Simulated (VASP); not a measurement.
# Cd2InGa5Cu4Ag4 (P1) in VASP: single point with PBE

Aim: the single point of Cd2InGa5Cu4Ag4 with PBE.

Everything below comes from runs of VASP 6.6.1. Logs are shortened: lines on timing, memory, paths and dates and some standing lists are left out, and cuts for length are marked.

**1. The cell of the first run**

The typed cell holds 16 atoms: a = 6.680 Å, b = 6.028 Å, c = 6.787 Å, α = 89.32°, β = 90.30°, γ = 90.43°.

**2. Single point, PBE**

File INCAR:

```
PREC = Accurate ; ENCUT = 520
EDIFF = 1E-7 ; ISMEAR = 0
SIGMA = 0.1 ; LREAL = Auto
LASPH = True ; NELM = 60
ALGO = Normal ; ISIF = 2
LWAVE = False ; LCHARG = True
GGA = PE ; LELF = True
LVHAR = True ; NBANDS = 109
ISYM = 0
```

File KPOINTS:

```
Automatic mesh
0
Gamma
  2 2 2
  0.5 0.5 0.5
```

File POSCAR:

```
Cd2InGa5Cu4Ag4
1.0
    6.6797508418     -0.0238580363     -0.0177778756
   -0.0238580363      6.0275080147      0.0381102032
   -0.0177778756      0.0381102032      6.7870190016
Cu Ga Ag Cd In
4 5 4 2 1
Direct
    0.0612596377      0.9435185520      0.4574190694
    0.4499733031     -0.0390010981      0.5249689352
    0.7669571445      0.2834757857      0.7282910354
    0.2251011756      0.7494952105      0.7807013622
    0.9905305669      0.4863891176      0.9875207058
    0.2741101297      0.2331410124      0.2843627682
    0.5147254536      0.4835896997     -0.0496396154
    1.0246237821      0.5301252258      0.5013454759
    0.4722010542      0.5305684357      0.5488239709
    1.0090726319      1.0240156116      0.0424129369
    0.4935438599      0.0356488324     -0.0273739883
    0.2838495672      0.7016717265      0.2021570366
    0.2012513865      0.2299691826      0.7222187037
    0.7241711789      0.7456615204      0.2478198004
    0.7822642145      0.8222414536      0.7347090405
    0.7413123646      0.2287064211      0.3218609056
```

Potentials or basis: VASP PAW PBE potentials, release 64 (Cu, Ga_d, Ag, Cd, In_d).

On the command line:

```
$ cat potpaw_PBE.64/Cu/POTCAR potpaw_PBE.64/Ga_d/POTCAR potpaw_PBE.64/Ag/POTCAR potpaw_PBE.64/Cd/POTCAR potpaw_PBE.64/In_d/POTCAR > POTCAR
$ mpirun -np 1 vasp_std > vasp.out
```

OUTCAR:

```text
PREC = Accurate
   ENCUT = 520
   EDIFF = 1E-7
   ISMEAR = 0
   LREAL = Auto
   LASPH = True
   NELM = 60
   ISIF = 2
   GGA = PE
   ISYM = 0

 ion  position               nearest neighbor table
   1  0.061  0.944  0.457-   8 2.52   6 2.53   2 2.64  13 2.67   4 2.70  12 2.73  15 2.74  10 2.87
                            16 2.89  14 2.91
   2  0.450  0.961  0.525-   6 2.59   9 2.60   4 2.62   1 2.64  13 2.70  15 2.76  16 2.87  12 2.92
                            14 2.95  11 3.09
   3  0.767  0.283  0.728-   7 2.58   5 2.61   8 2.73   9 2.75  15 2.78  16 2.79  11 2.87  13 2.92
                            10 3.09  15 3.25
   4  0.225  0.749  0.781-   2 2.62   5 2.62   9 2.66   8 2.67   1 2.70   7 2.76  11 2.81  10 2.85
                            12 2.90  13 2.92  15 3.01  13 3.16
   5  0.991  0.486  0.988-   3 2.61   4 2.62  12 2.76  13 2.78  10 2.81  14 2.98  15 2.99  16 3.20

   6  0.274  0.233  0.284-   1 2.53   2 2.59  10 2.72  11 2.86   9 2.86  12 2.87   8 2.88  13 3.01
                            16 3.13  12 3.26
   7  0.515  0.484  0.950-   3 2.58  12 2.67  11 2.71   9 2.75   4 2.76  14 2.92  13 3.02  15 3.07
                            16 3.30
   8  0.025  0.530  0.501-   1 2.52  13 2.62   4 2.67   3 2.73  12 2.86   6 2.88  16 2.89  15 2.89
                            14 2.94
   9  0.472  0.531  0.549-   2 2.60   4 2.66   3 2.75   7 2.75  13 2.80  12 2.85   6 2.86  14 2.94
                            15 2.99  16 3.01
  10  0.009  0.024  0.042-   6 2.72  13 2.80   5 2.81   4 2.85  15 2.85   1 2.87  12 2.88  14 2.88
                            16 2.91   3 3.09  11 3.27  11 3.47
  11  0.494  0.036  0.973-   7 2.71   4 2.81  13 2.83  15 2.85   6 2.86   3 2.87  12 2.89  14 2.97
                             2 3.09  16 3.12  10 3.27  10 3.47
  12  0.284  0.702  0.202-   7 2.67   1 2.73   5 2.76   9 2.85   8 2.86   6 2.87  10 2.88  11 2.89
                             4 2.90   2 2.92  14 2.97   6 3.26
  13  0.201  0.230  0.722-   8 2.62   1 2.67   2 2.70   5 2.78  10 2.80   9 2.80  11 2.83   3 2.92
                             4 2.92   6 3.01   7 3.02   4 3.16
  14  0.724  0.746  0.248-  10 2.88   1 2.91   7 2.92   8 2.94   9 2.94   2 2.95  16 2.96  12 2.97
                            11 2.97   5 2.98  16 3.15  15 3.36  15 3.53
  15  0.782  0.822  0.735-   1 2.74   2 2.76   3 2.78  11 2.85  10 2.85   8 2.89   5 2.99   9 2.99
                             4 3.01   7 3.07   3 3.25  14 3.36  14 3.53  16 3.71
  16  0.741  0.229  0.322-   3 2.79   2 2.87   8 2.89   1 2.89  10 2.91  14 2.96   9 3.01  11 3.12
                             6 3.13  14 3.15   5 3.20   7 3.30  15 3.71

IMPORTANT INFORMATION: All symmetrisations will be switched off!
NOSYMM: (Re-)initialisation of all symmetry stuff for point group C_1.

----------------------------------------------------------------------------------------

                                     Primitive cell

  volume of cell :     273.2452

  direct lattice vectors                    reciprocal lattice vectors
     6.679750842 -0.023858036 -0.017777876     0.149709325  0.000590120  0.000388834
    -0.023858036  6.027508015  0.038110203     0.000590120  0.165914259 -0.000930089
    -0.017777876  0.038110203  6.787019002     0.000388834 -0.000930089  0.147346333

  length of vectors
     6.679817106  6.027675710  6.787149281     0.149710993  0.165917915  0.147349781

  position of ions in fractional coordinates (direct lattice)
     0.061259638  0.943518552  0.457419069
     0.449973303  0.960998902  0.524968935
     0.766957144  0.283475786  0.728291035
     0.225101176  0.749495211  0.780701362
     0.990530567  0.486389118  0.987520706
     0.274110130  0.233141012  0.284362768
[... 8 lines left out ...]
     0.782264215  0.822241454  0.734709041
     0.741312365  0.228706421  0.321860906

  ion indices of the primitive-cell ions
   primitive index   ion index
                 1           1
                 2           2
                 3           3
                 4           4
                 5           5
                 6           6
[... 8 lines left out ...]
                15          15
                16          16

----------------------------------------------------------------------------------------

 KPOINTS: Automatic mesh

Automatic generation of k-mesh.
 Grid dimensions read from file:
 generate k-points for:    2    2    2

 Generating k-lattice:

  Cartesian coordinates                     Fractional coordinates (reciprocal lattice)
     0.074854663  0.000295060  0.000194417     0.500000000  0.000000000  0.000000000
     0.000295060  0.082957129 -0.000465045     0.000000000  0.500000000  0.000000000
     0.000194417 -0.000465045  0.073673166     0.000000000  0.000000000  0.500000000

  Length of vectors
     0.074855497  0.082958958  0.073674891

  Shift w.r.t. Gamma in fractional coordinates (k-lattice)
     0.500000000  0.500000000  0.500000000

 Subroutine IBZKPT returns following result:
 ===========================================

 Found      4 irreducible k-points:

 Following reciprocal coordinates:
            Coordinates               Weight
  0.250000  0.250000  0.250000      2.000000
 -0.250000  0.250000  0.250000      2.000000
  0.250000 -0.250000  0.250000      2.000000
 -0.250000 -0.250000  0.250000      2.000000
   k-points           NKPTS =      4   k-points in BZ     NKDIM =      4   number of bands    NBANDS=    109
   number of dos      NEDOS =    301   number of ions     NIONS =     16
   total plane-waves  NPLWV = 120000
   dimension x,y,z NGX =    50 NGY =   48 NGZ =   50
   dimension x,y,z NGXF=   100 NGYF=   96 NGZF=  100
   ions per type =               4   5   4   2   1
   NGX,Y,Z   is equivalent  to a cutoff of  12.44, 13.24, 12.25 a.u.
   NGXF,Y,Z  is equivalent  to a cutoff of  24.89, 26.48, 24.49 a.u.
 SYSTEM =  unknown system
   PREC   = accura    normal or accurate (medium, high low for compatibility)
   ISTART =      0    job   : 0-new  1-cont  2-samecut
   ICHARG =      2    charge: 1-file 2-atom 10-const
   ISPIN  =      1    spin polarized calculation?
   LNONCOLLINEAR =      F non collinear calculations
   LSORBIT =      F    spin-orbit coupling
   LASPH  =      T    aspherical Exc in radial PAW
   ENCUT  =  520.0 eV  38.22 Ry    6.18 a.u.  12.42 11.21 12.62*2*pi/ulx,y,z
   NELM   =     60;   NELMIN=  2; NELMDL= -5     # of ELM steps
   EDIFF  = 0.1E-06   stopping-criterion for ELM
   LREAL  =      T    real-space projection
   EDIFFG = 0.1E-05   stopping-criterion for IOM
   NSW    =      0    number of steps for IOM
   IBRION =     -1    ionic relax: 0-MD 1-quasi-New 2-CG
   NFREE  =      0    steps in history (QN), initial steepest desc. (CG)
   ISIF   =      2    stress and relaxation
   ISYM   =      0    0-nonsym 1-usesym 2-fastsym
   POTIM  = 0.5000    time-step for ionic-motion
   TEBEG  =    0.0;   TEEND  =   0.0 temperature during run
   PSTRESS=    0.0 pullay stress
   NELECT =     190.0000    total number of electrons
   NUPDOWN=      -1.0000    fix difference up-down
   EMIN   =  10.00;   EMAX   =-10.00  energy-range for DOS
   EFERMI =   0.00;   METHOD = LEGACY
   ISMEAR =     0;   SIGMA  =   0.10  broadening in eV -4-tet -1-fermi 0-gaus
   EFERMI_NEDOS =   21; number of points for ismear=-14 and -15
   IALGO  =     38    algorithm
   IMIX   =      4    mixing-type and parameters
     AMIX     =   0.40;   BMIX     =  1.00
     AMIX_MAG =   1.60;   BMIX_MAG =  1.00
  volume/ion in A,a.u.               =      17.08       115.25
  Fermi-wavevector in a.u.,A,eV,Ry     =   1.450358  2.740779 28.620370  2.103538
  Thomas-Fermi vector in A             =   2.567979
   LORBIT       =      0    0 simple, 1 ext, 2 COOP (PROOUT), +10 PAW based schemes
   GGA     = PE    functional components
   LHFCALC =     F    Hartree Fock is set to
   AEXX    =    0.0000 exact exchange contribution
   IVDW    =     0    specifies the selected vdW correction
   LEPSILON=     F    determine dielectric tensor
   LRPA    =     F    only Hartree local field effects (RPA)
 non-spin polarized calculation
 Gauss-broadening in eV      SIGMA  =   0.10
  energy-cutoff  :      520.00
  volume of cell :      273.25
 maximum number of plane-waves:      7360
 NGX is ok and might be reduce to    50
   NGX = 25   NGY = 23   NGZ = 25

 number of electron     190.0000029 magnetization

 Free energy of the ion-electron system (eV)
  ---------------------------------------------------
  ext. energy  EPLUGINS =         0.00000000
  ---------------------------------------------------
  free energy    TOTEN  =       -44.33599811 eV

  energy without entropy =      -44.33599811  energy(sigma->0) =      -44.33599811

 E-fermi :   6.6727     XC(G=0): -11.6662

 val. band max:        6.2119495427   @ k =   0.2500  -0.2500   0.2500
 cond. band min:       7.1630637219   @ k =   0.2500   0.2500   0.2500
 fundamental gap:      0.9511141791
 Fermi energy:         6.6726896200

 k-point     1 :       0.2500    0.2500    0.2500
  band No.  band energies     occupation
      1      -8.4178      2.00000
      2      -8.4067      2.00000
      3      -8.3847      2.00000
      4      -8.3636      2.00000
      5      -8.3525      2.00000
      6      -8.3397      2.00000
[... 99 lines left out ...]
    106      10.4082      0.00000
    107      10.8595      0.00000

 k-point     2 :      -0.2500    0.2500    0.2500
  band No.  band energies     occupation
      1      -8.4166      2.00000
      2      -8.4082      2.00000
      3      -8.3844      2.00000
      4      -8.3634      2.00000
      5      -8.3551      2.00000
      6      -8.3395      2.00000
[... 99 lines left out ...]
    106      10.4293      0.00000
    107      10.7061      0.00000

 k-point     3 :       0.2500   -0.2500    0.2500
  band No.  band energies     occupation
      1      -8.4179      2.00000
      2      -8.4066      2.00000
      3      -8.3846      2.00000
      4      -8.3636      2.00000
      5      -8.3525      2.00000
      6      -8.3390      2.00000
[... 99 lines left out ...]
    106      10.4015      0.00000
    107      10.6975      0.00000

 k-point     4 :      -0.2500   -0.2500    0.2500
  band No.  band energies     occupation
      1      -8.4166      2.00000
      2      -8.4085      2.00000
      3      -8.3843      2.00000
      4      -8.3632      2.00000
      5      -8.3552      2.00000
      6      -8.3389      2.00000
[... 99 lines left out ...]
    106      10.5583      0.00000
    107      10.7043      0.00000
 [bands above 107 left out]

------------------------ aborting loop because EDIFF is reached ----------------------------------------

  FORCE on cell =-STRESS in cart. coord.  units (eV):
  Direction    XX          YY          ZZ          XY          YZ          ZX
  --------------------------------------------------------------------------------------
  -------------------------------------------------------------------------------------
  Total        0.2882392      0.4677381      0.1812574      0.0914694     -0.1920643     -0.3026528
  in kB        1.6900946      2.7425893      1.0628053      0.5363319     -1.1261717     -1.7746092
  external PRESSURE =       1.8318297 kB  Pullay stress =       0.0000000 kB

 VOLUME and BASIS-vectors are now :
 -----------------------------------------------------------------------------
  energy-cutoff  :      520.00
  volume of cell :      273.25
      direct lattice vectors                 reciprocal lattice vectors
     6.679750842 -0.023858036 -0.017777876     0.149709325  0.000590120  0.000388834
    -0.023858036  6.027508015  0.038110203     0.000590120  0.165914259 -0.000930089
    -0.017777876  0.038110203  6.787019002     0.000388834 -0.000930089  0.147346333

 POSITION                                       TOTAL-FORCE (eV/Angst)
 -----------------------------------------------------------------------------------
      0.37856      5.70304      3.13938         0.007902      0.024974     -0.019777
      2.97345      5.80170      3.59160         0.006166      0.016288     -0.020836
      5.10337      1.71811      4.94009         0.013467     -0.008103     -0.015803
      1.47186      4.54197      5.32320         0.001287     -0.021630      0.028345
      6.58734      2.94572      6.70325         0.000422      0.001579      0.002764
      1.82037      1.40956      1.93399        -0.001905      0.020049      0.008606
[... 8 lines left out ...]
      5.19265      4.96540      5.00391        -0.000774     -0.008142      0.007930
      4.94060      1.37311      2.18001        -0.001280      0.027956     -0.014005
 -----------------------------------------------------------------------------------
    total drift:                                0.005664      0.004343     -0.012315

  FREE ENERGIE OF THE ION-ELECTRON SYSTEM (eV)
  ---------------------------------------------------
  free  energy   TOTEN  =       -44.3359981137 eV

  energy  without entropy=      -44.3359981137  energy(sigma->0) =      -44.33599811
```

Run time: 8.3 min. Hardware: 1 thread of AMD EPYC 7R43 (Zen 3), shared host; peak memory 0.35 GiB.

Results:

```
Free energy            : -44.3360 eV
Pressure               : 0.2 GPa
Largest force          : 0.037 eV/Å
Band gap on the k mesh : 0.95 eV, indirect (least direct gap 0.99 eV)
```

Forces on the atoms (eV/Å):
```
Cu   0.008  0.025 -0.020
Cu   0.006  0.016 -0.021
Cu   0.013 -0.008 -0.016
Cu   0.001 -0.022  0.028
Ga   0.000  0.002  0.003
Ga  -0.002  0.020  0.009
Ga  -0.021  0.001  0.015
Ga  -0.012 -0.028 -0.006
Ga  -0.020 -0.019 -0.025
Ag   0.025 -0.002  0.008
Ag  -0.007 -0.010 -0.002
Ag  -0.010  0.026  0.018
Ag   0.003  0.008  0.027
Cd   0.017 -0.028 -0.013
Cd  -0.001 -0.008  0.008
In  -0.001  0.028 -0.014
```

Caveat: spin-orbit coupling is left out, which moves the levels of the heavy elements.
